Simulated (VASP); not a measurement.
# CdS (F-43m) in VASP: a series of runs

Aim: see how the results for CdS move with the level of theory and the settings. Levels: PBE, RPBE. Tasks: single point, relaxation of cell and atoms.

All numbers are computed with VASP 6.6.1; they aren't measurements. Logs are shortened: lines on timing, memory, paths and dates and some standing lists are left out, and cuts for length are marked.

## (1) The cell of the first run

The structure is cubic, space group F-43m (No. 216). Conventional cell: a = 5.833 Å, b = 5.833 Å, c = 5.833 Å, α = 90.00°, β = 90.00°, γ = 90.00°. Within 3.3 Å of Cd (site symmetry -43m) lie 4 S at 2.53 Å. Within 3.3 Å of S (site symmetry -43m) lie 4 Cd at 2.53 Å.

## (2) Single point, PBE

Input file INCAR:

```
SYSTEM = CdS
ALGO = Normal ; EDIFF = 1E-6
ENCUT = 520 ; GGA = PE
ISIF = 2 ; ISMEAR = 0
LASPH = .True. ; LCHARG = .False.
LREAL = .False. ; LWAVE = .False.
NBANDS = 16 ; NELM = 100
PREC = Accurate ; SIGMA = 0.014
```

Input file KPOINTS:

```
k-points
0
Gamma
  8 8 8
  0 0 0
```

Input file POSCAR:

```
CdS
1.0
    0.0000000000      2.9165000000      2.9165000000
    2.9165000000      0.0000000000      2.9165000000
    2.9165000000      2.9165000000      0.0000000000
Cd S
1 1
Direct
    0.0000000000      0.0000000000      0.0000000000
    0.7500000000      0.7500000000      0.7500000000
```

Potentials or basis: VASP PAW PBE potentials, release 64 (Cd, S).

On the command line:

```console
> cat potpaw_PBE.64/Cd/POTCAR potpaw_PBE.64/S/POTCAR > POTCAR
> mpirun -np 1 vasp_std > vasp.out
```

OUTCAR:

```text
SYSTEM = CdS
   EDIFF = 1E-6
   ENCUT = 520
   GGA = PE
   ISIF = 2
   ISMEAR = 0
   LASPH = .True.
   LREAL = .False.
   NELM = 100
   PREC = Accurate

 ion  position               nearest neighbor table
   1  0.000  0.000  0.000-   2 2.53   2 2.53   2 2.53   2 2.53
   2  0.750  0.750  0.750-   1 2.53   1 2.53   1 2.53   1 2.53

  LATTYP: Found a face centered cubic cell.
 ALAT       =     5.8330000000

  Lattice vectors:

 A1 = (   0.0000000000,   2.9165000000,   2.9165000000)
 A2 = (   2.9165000000,   0.0000000000,   2.9165000000)
 A3 = (   2.9165000000,   2.9165000000,   0.0000000000)

Analysis of symmetry for initial positions (statically):
=====================================================================
 Subroutine PRICEL returns:
 Original cell was already a primitive cell.

 Routine SETGRP: Setting up the symmetry group for a
 face centered cubic supercell.

 Subroutine GETGRP returns: Found 24 space group operations
 (whereof 24 operations were pure point group operations)
 out of a pool of 48 trial point group operations.

The static configuration has the point symmetry T_d .

Analysis of symmetry for dynamics (positions and initial velocities):
=====================================================================
 Subroutine PRICEL returns:
 Original cell was already a primitive cell.

 Routine SETGRP: Setting up the symmetry group for a
 face centered cubic supercell.

 Subroutine GETGRP returns: Found 24 space group operations
 (whereof 24 operations were pure point group operations)
 out of a pool of 48 trial point group operations.

The dynamic configuration has the point symmetry T_d .

 Subroutine INISYM returns: Found 24 space group operations
 (whereof 24 operations are pure point group operations),
 and found     1 'primitive' translations

----------------------------------------------------------------------------------------

                                     Primitive cell

  volume of cell :      49.6153

  direct lattice vectors                    reciprocal lattice vectors
     0.000000000  2.916500000  2.916500000    -0.171438368  0.171438368  0.171438368
     2.916500000  0.000000000  2.916500000     0.171438368 -0.171438368  0.171438368
     2.916500000  2.916500000  0.000000000     0.171438368  0.171438368 -0.171438368

  length of vectors
     4.124553855  4.124553855  4.124553855     0.296939964  0.296939964  0.296939964

  position of ions in fractional coordinates (direct lattice)
     0.000000000  0.000000000  0.000000000
     0.750000000  0.750000000  0.750000000

  ion indices of the primitive-cell ions
   primitive index   ion index
                 1           1
                 2           2

----------------------------------------------------------------------------------------

 KPOINTS: k-points

Automatic generation of k-mesh.
 Grid dimensions read from file:
 generate k-points for:    8    8    8

 Generating k-lattice:

  Cartesian coordinates                     Fractional coordinates (reciprocal lattice)
    -0.021429796  0.021429796  0.021429796     0.125000000  0.000000000  0.000000000
     0.021429796 -0.021429796  0.021429796     0.000000000  0.125000000  0.000000000
     0.021429796  0.021429796 -0.021429796     0.000000000  0.000000000  0.125000000

  Length of vectors
     0.037117495  0.037117495  0.037117495

  Shift w.r.t. Gamma in fractional coordinates (k-lattice)
     0.000000000  0.000000000  0.000000000

 Subroutine IBZKPT returns following result:
 ===========================================

 Found     29 irreducible k-points:

 Following reciprocal coordinates:
            Coordinates               Weight
  0.000000  0.000000  0.000000      1.000000
  0.125000  0.000000  0.000000      8.000000
  0.250000  0.000000  0.000000      8.000000
  0.375000  0.000000  0.000000      8.000000
  0.500000  0.000000  0.000000      4.000000
  0.125000  0.125000  0.000000      6.000000
[... 16 lines left out ...]
  0.500000  0.250000  0.125000     48.000000
 -0.375000  0.250000  0.125000     24.000000
 [... further k-points ...]
   k-points           NKPTS =     29   k-points in BZ     NKDIM =     29   number of bands    NBANDS=     16
   number of dos      NEDOS =    301   number of ions     NIONS =      2
   total plane-waves  NPLWV =  32768
   dimension x,y,z NGX =    32 NGY =   32 NGZ =   32
   dimension x,y,z NGXF=    64 NGYF=   64 NGZF=   64
   ions per type =               1   1
   NGX,Y,Z   is equivalent  to a cutoff of  12.90, 12.90, 12.90 a.u.
   NGXF,Y,Z  is equivalent  to a cutoff of  25.80, 25.80, 25.80 a.u.
 SYSTEM =  CdS
   PREC   = accura    normal or accurate (medium, high low for compatibility)
   ISTART =      0    job   : 0-new  1-cont  2-samecut
   ICHARG =      2    charge: 1-file 2-atom 10-const
   ISPIN  =      1    spin polarized calculation?
   LNONCOLLINEAR =      F non collinear calculations
   LSORBIT =      F    spin-orbit coupling
   LASPH  =      T    aspherical Exc in radial PAW
   ENCUT  =  520.0 eV  38.22 Ry    6.18 a.u.   7.67  7.67  7.67*2*pi/ulx,y,z
   NELM   =    100;   NELMIN=  2; NELMDL= -5     # of ELM steps
   EDIFF  = 0.1E-05   stopping-criterion for ELM
   LREAL  =      F    real-space projection
   EDIFFG = 0.1E-04   stopping-criterion for IOM
   NSW    =      0    number of steps for IOM
   IBRION =     -1    ionic relax: 0-MD 1-quasi-New 2-CG
   NFREE  =      0    steps in history (QN), initial steepest desc. (CG)
   ISIF   =      2    stress and relaxation
   ISYM   =      2    0-nonsym 1-usesym 2-fastsym
   POTIM  = 0.5000    time-step for ionic-motion
   TEBEG  =    0.0;   TEEND  =   0.0 temperature during run
   PSTRESS=    0.0 pullay stress
   NELECT =      18.0000    total number of electrons
   NUPDOWN=      -1.0000    fix difference up-down
   EMIN   =  10.00;   EMAX   =-10.00  energy-range for DOS
   EFERMI =   0.00;   METHOD = LEGACY
   ISMEAR =     0;   SIGMA  =   0.01  broadening in eV -4-tet -1-fermi 0-gaus
   EFERMI_NEDOS =   21; number of points for ismear=-14 and -15
   IALGO  =     38    algorithm
   IMIX   =      4    mixing-type and parameters
     AMIX     =   0.40;   BMIX     =  1.00
     AMIX_MAG =   1.60;   BMIX_MAG =  1.00
  volume/ion in A,a.u.               =      24.81       167.41
  Fermi-wavevector in a.u.,A,eV,Ry     =   1.167599  2.206442 18.548649  1.363287
  Thomas-Fermi vector in A             =   2.304097
   LORBIT       =      0    0 simple, 1 ext, 2 COOP (PROOUT), +10 PAW based schemes
   GGA     = PE    functional components
   LHFCALC =     F    Hartree Fock is set to
   AEXX    =    0.0000 exact exchange contribution
   IVDW    =     0    specifies the selected vdW correction
   LEPSILON=     F    determine dielectric tensor
   LRPA    =     F    only Hartree local field effects (RPA)
 non-spin polarized calculation
 Gauss-broadening in eV      SIGMA  =   0.01
  energy-cutoff  :      520.00
  volume of cell :       49.62
 maximum number of plane-waves:      1363
   NGX = 15   NGY = 15   NGZ = 15

 number of electron      18.0000004 magnetization

 Free energy of the ion-electron system (eV)
  ---------------------------------------------------
  ext. energy  EPLUGINS =         0.00000000
  ---------------------------------------------------
  free energy    TOTEN  =        -6.12127790 eV

  energy without entropy =       -6.12127790  energy(sigma->0) =       -6.12127790

 E-fermi :   1.4239     XC(G=0):  -9.1497

 val. band max:        1.3143359555   @ k =   0.0000   0.0000   0.0000
 cond. band min:       2.4640910154   @ k =   0.0000   0.0000   0.0000
 fundamental gap:      1.1497550599
 Fermi energy:         1.4239005220

 k-point     1 :       0.0000    0.0000    0.0000
  band No.  band energies     occupation
      1     -11.0554      2.00000
      2      -6.4138      2.00000
      3      -6.4138      2.00000
      4      -6.4138      2.00000
      5      -5.9339      2.00000
      6      -5.9339      2.00000
[... 8 lines left out ...]
     15      12.7950      0.00000
     16      12.7950      0.00000

 k-point     2 :       0.1250    0.0000    0.0000
  band No.  band energies     occupation
      1     -10.9933      2.00000
      2      -6.3913      2.00000
      3      -6.3913      2.00000
      4      -6.3600      2.00000
      5      -5.9349      2.00000
      6      -5.9349      2.00000
[... 8 lines left out ...]
     15      12.1973      0.00000
     16      13.3258      0.00000

 k-point     3 :       0.2500    0.0000    0.0000
  band No.  band energies     occupation
      1     -10.8426      2.00000
      2      -6.3425      2.00000
      3      -6.3425      2.00000
      4      -6.1672      2.00000
      5      -5.9295      2.00000
      6      -5.9295      2.00000
[... 8 lines left out ...]
     15      11.9619      0.00000
     16      12.6506      0.00000

 k-point     4 :       0.3750    0.0000    0.0000
  band No.  band energies     occupation
      1     -10.6919      2.00000
      2      -6.3049      2.00000
      3      -6.3049      2.00000
      4      -5.9095      2.00000
      5      -5.9095      2.00000
      6      -5.8119      2.00000
[... 8 lines left out ...]
     15      12.8190      0.00000
     16      12.8190      0.00000
[... 324 lines left out ...]
 k-point    22 :       0.3750    0.2500    0.1250
  band No.  band energies     occupation
      1     -10.7320      2.00000
      2      -6.2904      2.00000
      3      -6.2641      2.00000
      4      -6.1006      2.00000
      5      -5.9266      2.00000
      6      -5.8733      2.00000
[... 8 lines left out ...]
     15      13.3246      0.00000
     16      15.2046      0.00000

 k-point    23 :       0.5000    0.2500    0.1250
  band No.  band energies     occupation
      1     -10.6136      2.00000
      2      -6.2545      2.00000
      3      -6.2285      2.00000
      4      -6.0000      2.00000
      5      -5.9002      2.00000
      6      -5.6424      2.00000
[... 8 lines left out ...]
     15      14.1446      0.00000
     16      14.4106      0.00000

 k-point    24 :      -0.3750    0.2500    0.1250
  band No.  band energies     occupation
      1     -10.5653      2.00000
      2      -6.2497      2.00000
      3      -6.2116      2.00000
      4      -5.9596      2.00000
      5      -5.9071      2.00000
      6      -5.4397      2.00000
[... 8 lines left out ...]
     15      13.6170      0.00000
     16      14.4856      0.00000

 [... further k-points ...]

------------------------ aborting loop because EDIFF is reached ----------------------------------------

  FORCE on cell =-STRESS in cart. coord.  units (eV):
  Direction    XX          YY          ZZ          XY          YZ          ZX
  --------------------------------------------------------------------------------------
  -------------------------------------------------------------------------------------
  Total        0.9934896      0.9934896      0.9934896      0.0000000      0.0000000     -0.0000000
  in kB       32.0817439     32.0817439     32.0817439      0.0000000      0.0000000     -0.0000000
  external PRESSURE =      32.0817439 kB  Pullay stress =       0.0000000 kB

 VOLUME and BASIS-vectors are now :
 -----------------------------------------------------------------------------
  energy-cutoff  :      520.00
  volume of cell :       49.62
      direct lattice vectors                 reciprocal lattice vectors
     0.000000000  2.916500000  2.916500000    -0.171438368  0.171438368  0.171438368
     2.916500000  0.000000000  2.916500000     0.171438368 -0.171438368  0.171438368
     2.916500000  2.916500000  0.000000000     0.171438368  0.171438368 -0.171438368

 POSITION                                       TOTAL-FORCE (eV/Angst)
 -----------------------------------------------------------------------------------
      0.00000      0.00000      0.00000        -0.000000     -0.000000     -0.000000
      4.37475      4.37475      4.37475         0.000000      0.000000      0.000000
 -----------------------------------------------------------------------------------
    total drift:                                0.000000      0.000000      0.000000

  FREE ENERGIE OF THE ION-ELECTRON SYSTEM (eV)
  ---------------------------------------------------
  free  energy   TOTEN  =        -6.1212779008 eV

  energy  without entropy=       -6.1212779008  energy(sigma->0) =       -6.12127790
```

Run time: 23 s. Hardware: 1 thread of Intel Xeon Platinum 8259CL at 2.50GHz (Skylake/Cascade Lake), shared host; peak memory 0.18 GiB.

What came out:

```yaml
Free_energy: -6.1213 eV
Pressure: 3.2 GPa
Band_gap_on_the_k_mesh: 1.15 eV
```

Caveat: the cell stands under pressure.

(Continued in part 2 of 2.)
